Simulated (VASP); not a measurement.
Wanted: the native input for a VASP 6.6.1 run.

* Task: single point
* Functional: PBE
* Dispersion: D3(BJ)
* Potentials or basis: VASP PAW PBE potentials, release 64 (F)
* Cutoff: 520 eV
* k mesh: 8 × 8 × 4
* Occupations: gaussian, width 0.05 eV
* Spin: no spin polarisation
* Dipole correction: no
* Further INCAR settings: ALGO = Normal; EDIFF = 1e-06; NBANDS = 22

The structure of F lies in POSCAR:

```
F
1.0
    2.7735902046     -1.7628796394      0.2927051127
    2.7735902046      1.7628796394      0.2927051127
   -0.8227725226      0.0000000000      6.6402307669
F
4
Direct
    0.9138648456      0.5855481450      0.1105934036
    0.4144518550      0.0861351544      0.3894065964
    0.0861351544      0.4144518550      0.8894065964
    0.5855481450      0.9138648456      0.6105934036
```

This cell differs from its parent crystal: atoms shifted along a free coordinate.

One way to write it, as run:

INCAR

```
SYSTEM = F
PREC = Accurate ; ENCUT = 520
EDIFF = 1E-6 ; ISMEAR = 0
SIGMA = 0.05 ; LREAL = .False.
LASPH = .True. ; NELM = 100
ALGO = Normal ; ISIF = 2
LWAVE = .False. ; LCHARG = .False.
GGA = PE ; IVDW = 12
NBANDS = 22
```

KPOINTS

```
Automatic mesh
0
Gamma
  8 8 4
  0 0 0
```

Potentials or basis: VASP PAW PBE potentials, release 64 (F).

Run with:

```bash
$ cat potpaw_PBE.64/F/POTCAR > POTCAR
$ mpirun -np 1 vasp_std > vasp.out
```

It gave:

The pressure is -8.9 GPa and the largest force is 2.994 eV/Å. The band gap on the k mesh is 1.21 eV and the dispersion energy per atom is -0.029 eV.

Caveat: the cell differs from its parent crystal (atoms shifted along a free coordinate); the stress differs along the axes, from -21 to -1 GPa; forces of over 1 eV/Å act on the atoms, so gaps and moduli don't describe the material at rest.

Wall time 39 s on 1 thread of AMD EPYC 9R45 96-Core Processor (Zen 5), with other jobs on the host, peak memory 0.2 GiB.
